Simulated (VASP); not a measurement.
Input of a VASP 6.6.1 run:

The input INCAR:

```
PREC = Accurate
ENCUT = 520
EDIFF = 1E-7
ISMEAR = 0
SIGMA = 0.1
LREAL = F
LASPH = T
NELM = 100
ALGO = Normal
ISIF = 2
LWAVE = F
LCHARG = F
GGA = PE
NBANDS = 36
```

Contents of KPOINTS:

```
Automatic mesh
0
Gamma
  4 4 4
```

The input POSCAR:

```
GeBiO4
1.0
    0.0000000000      3.4810413700      3.4810413700
    3.4810413700      0.0000000000      3.4810413700
    3.4810413700      3.4810413700      0.0000000000
Ge Bi O
1 1 4
Direct
    0.5000000000      0.5000000000      0.5000000000
    0.2500000000      0.2500000000      0.2500000000
    0.8751941800      0.8751941800      0.3744174500
    0.3744174500      0.8751941800      0.8751941800
    0.8751941800      0.3744174500      0.8751941800
    0.8751941800      0.8751941800      0.8751941800
```

Potentials or basis: VASP PAW PBE potentials, release 64 (Ge_d, Bi_d, O).

Run with:

```console
$ cat potpaw_PBE.64/Ge_d/POTCAR potpaw_PBE.64/Bi_d/POTCAR potpaw_PBE.64/O/POTCAR > POTCAR
$ mpirun -np 1 vasp_std > vasp.out
```

(1) What does it give for the largest force?

(2) Estimate the band gap on the k mesh.

(3) What does it give for the pressure?

Answers

(1) 0.030 eV/Å.

(2) zero (an odd number of electrons rules out a gap without spin polarisation).

(3) -11.1 GPa.

Caveat: the k points lie up to 0.39 Å⁻¹ apart, too coarse for converged energies and pressures of a metal; spin-orbit coupling is left out, which moves the levels of the heavy elements; an odd number of electrons without spin polarisation forces a metal; a magnetic or distorted state may lie lower.
